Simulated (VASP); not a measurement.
Write the native input for VASP 6.6.1 that does the following.

- Task: relaxation of cell and atoms
- Functional: PBE
- Potentials or basis: VASP PAW PBE potentials, release 64 (Al, Ga_d, P)
- Cutoff: 600 eV
- k mesh: 8 × 8 × 2
- Occupations: gaussian, width 0.02 eV
- Spin: no spin polarisation
- Dipole correction: no
- Further INCAR settings: ALGO = Normal; EDIFF = 1e-06; IBRION = 2; EDIFFG = -0.01; NSW = 100; ISIF = 3

The structure of Al5GaP6 lies in POSCAR:

```
Al5GaP6
1.0
    3.8950960843      0.0000000000      0.0000000000
    0.0000000000      3.8950960843      0.0000000000
    0.0000000000      0.0000000000     16.4908223588
Al Ga P
5 1 6
Direct
    0.5000000000      0.5000000000      0.8333626665
    0.0000000000      0.0000000000      0.6667022078
    0.5000000000      0.5000000000      0.5000000000
    0.0000000000      0.0000000000      0.3332977922
    0.5000000000      0.5000000000      0.1666373335
    0.0000000000      0.0000000000      0.0000000000
    0.5000000000      0.0000000000      0.7500572326
    0.0000000000      0.5000000000      0.5833440850
    0.5000000000      0.0000000000      0.4166559150
    0.0000000000      0.5000000000      0.2499427674
    0.5000000000      0.0000000000      0.0836843068
    0.0000000000      0.5000000000      0.9163156932
```

One way to write it, as run:

INCAR

```
SYSTEM = Al5GaP6
PREC = Accurate ; ENCUT = 600
EDIFF = 1E-6 ; ISMEAR = 0
SIGMA = 0.02 ; LREAL = .FALSE.
LASPH = .TRUE. ; NELM = 80
ALGO = Normal ; ISIF = 3
LWAVE = .FALSE. ; LCHARG = .FALSE.
GGA = PE ; IBRION = 2
NSW = 100 ; EDIFFG = -0.01
```

KPOINTS

```
regular mesh
0
G
  8 8 2
  0 0 0
```

Potentials or basis: VASP PAW PBE potentials, release 64 (Al, Ga_d, P).

Launch:

```sh
$ cat potpaw_PBE.64/Al/POTCAR potpaw_PBE.64/Ga_d/POTCAR potpaw_PBE.64/P/POTCAR > POTCAR
$ mpirun -np 1 vasp_std > vasp.out
```

It gave:

* Relaxed volume: 20.88 Å³/atom
* Relaxed cell: a = 3.896 Å, b = 3.896 Å, c = 16.504 Å, α = 90.00°, β = 90.00°, γ = 90.00°
* Space group after relaxing (to 0.1 Å): P-4m2 (No. 115)
* Energy gained by relaxing: 0.0 meV/atom
* Ionic steps: 2
* Pressure after relaxing: 0.0 GPa
* Band gap on the k mesh: 1.62 eV

It took 5.8 min on 1 thread of Oxide Virtual Turin-like Processor, with other jobs on the host, peak memory 0.53 GiB.
